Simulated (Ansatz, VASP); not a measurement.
# MgCd3Te4: VASP beside Ansatz

```xyz
8
Lattice="4.6726 0.0000 0.0000 0.0000 4.6726 0.0000 0.0000 0.0000 13.0638" Properties=species:S:1:pos:R:3 pbc="T T T"
Mg    0.0000    0.0000    6.5319
Cd    0.0000    0.0000    0.0000
Cd    2.3363    2.3363    3.2985
Cd    2.3363    2.3363    9.7653
Te    2.3363    0.0000    4.9571
Te    0.0000    2.3363    8.1068
Te    2.3363    0.0000   11.4142
Te    0.0000    2.3363    1.6496
```

Alike in both runs: functional PBE; k mesh 4 × 4 × 2; occupations gaussian, width 0.1 eV; no spin polarisation.

Ansatz relaxed the structure, and its values are those at the end. VASP's run is a single point on that final structure, the one shown.

|  | VASP | Ansatz |
| --- | --- | --- |
| version | VASP 6.6.1 | Ansatz 0.2.0 |
| potentials or method | VASP PAW PBE potentials, release 64 (Mg, Cd, Te), cutoff 520 eV | scalar-relativistic, plane waves, PAW |
| valence electrons in the cell | 62 | 134 |

```csv
,VASP,Ansatz,Ansatz less VASP
gap on the k mesh at the Fermi level (eV),0.97,0.97,+0.003
least direct gap on the mesh (eV),0.97,0.97,+0.003
pressure (GPa),0.3,0.2,-0.08
rms of the force components (eV/Å),0.005,0.002,-0.0035
```

With one functional, cell and mesh, what is left measures potentials, basis and numerics. VASP's potentials hold 62 valence electrons a cell and Ansatz's 134, so a difference there can come from the potentials and not from the codes.

Spin-orbit coupling is off throughout.
